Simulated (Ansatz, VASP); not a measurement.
**Sr: VASP beside Ansatz**

```xyz
1
Lattice="-2.2310 2.2310 2.3280 2.2310 -2.2310 2.3280 2.2310 2.2310 -2.3280" Properties=species:S:1:pos:R:3 pbc="T T T"
Sr    0.0000    0.0000    0.0000
```

Change from the starting cell: strain -0.080 along x and y, -0.040 along z, atoms carried along.

Alike in both runs: task single point; functional PBE; k mesh 14 × 14 × 14; occupations gaussian, width 0.15 eV; no spin polarisation.

|  | VASP | Ansatz |
| --- | --- | --- |
| version | VASP 6.6.1 | Ansatz 0.2.0 |
| potentials or method | VASP PAW PBE potentials, release 64 (Sr_sv), cutoff 520 eV | scalar-relativistic, plane waves, PAW |
| valence electrons in the cell | 10 | 10 |

|  | VASP | Ansatz | Ansatz less VASP |
| --- | --- | --- | --- |
| gap on the k mesh at the Fermi level (eV) | none | none | - |
| pressure (GPa) | 2.3 | 2.3 | -0.02 |
| traceless stress, the component that is largest in VASP (GPa) | -0.13 | -0.13 | +0.002 |

A gap of «none» marks a metal or a gap that the smearing closes. The functional is the same, so the differences come from potentials, cutoffs and numerics.
